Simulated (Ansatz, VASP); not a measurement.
## Ni2F: VASP beside Ansatz

```
Ni F
1.0
     3.31581    0.00000    0.00000
     0.00000    3.31581    0.00000
     0.00000    0.00000    5.05926
Ni F
4 2
Direct
  0.00000 0.00000 0.00000
  0.50000 0.50000 0.00000
  0.00000 0.50000 0.27000
  0.50000 0.00000 0.73000
  0.00000 0.50000 0.70000
  0.50000 0.00000 0.30000
```

Alike in both runs: task single point; functional PBE; k mesh 6 × 6 × 4; occupations gaussian, width 0.1 eV; collinear spin.

```csv
,VASP,Ansatz
version,VASP 6.6.1,Ansatz 0.2.0
potentials or method,"VASP PAW PBE potentials, release 64 (Ni, F), cutoff 520 eV","scalar-relativistic, plane waves, PAW"
valence electrons in the cell,54,86
```

VASP gave:

| Property | Result |
| --- | --- |
| gap on the k mesh at the Fermi level (eV) | none |
| rms of the force components (eV/Å) | 1.715 |
| net moment per atom (μB) | 0.54 |
| size of the moment on the site where the two differ most (μB) | 0.76 |

Problem. Estimate Ansatz's values.

Solution. gap on the k mesh at the Fermi level (eV): none; rms of the force components (eV/Å): 1.720; net moment per atom (μB): 0.54; size of the moment on the site where the two differ most (μB): 0.81.

Site moments also hang on the region over which each program counts them. Atom by atom the forces differ by 0.011 eV/Å (rms over components). A gap of «none» marks a metal or a gap that the smearing closes. With one functional, cell and mesh, what is left measures potentials, basis and numerics. VASP's potentials hold 54 valence electrons a cell and Ansatz's 86, so a difference there can come from the potentials and not from the codes.
